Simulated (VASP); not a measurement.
A run of VASP 6.6.1 is set up as follows.

File INCAR:

```
ALGO = Normal
EDIFF = 1E-6
ENCUT = 520
GGA = PE
ISIF = 2
ISMEAR = 0
LASPH = True
LCHARG = False
LREAL = False
LWAVE = False
NBANDS = 11
NELM = 80
PREC = Accurate
SIGMA = 0.01
```

KPOINTS

```
k-points
0
Gamma
  6 6 6
```

File POSCAR:

```
BeTe
1.0
    0.0000000000      2.8286228845      2.8286228845
    2.8286228845      0.0000000000      2.8286228845
    2.8286228845      2.8286228845      0.0000000000
Be Te
1 1
Direct
    0.0000000000      0.0000000000      0.0000000000
    0.2500000000      0.2500000000      0.2500000000
```

Potentials or basis: VASP PAW PBE potentials, release 64 (Be, Te).

Launch:

```console
$ cat potpaw_PBE.64/Be/POTCAR potpaw_PBE.64/Te/POTCAR > POTCAR
$ mpirun -np 1 vasp_std > vasp.out
```

(1) Estimate the pressure.

(2) Estimate the band gap on the k mesh.

Answers

(1) 0.4 GPa.

(2) 2.01 eV, indirect (least direct gap 3.62 eV).

Caveat: spin-orbit coupling is left out, which moves the levels of the heavy elements.
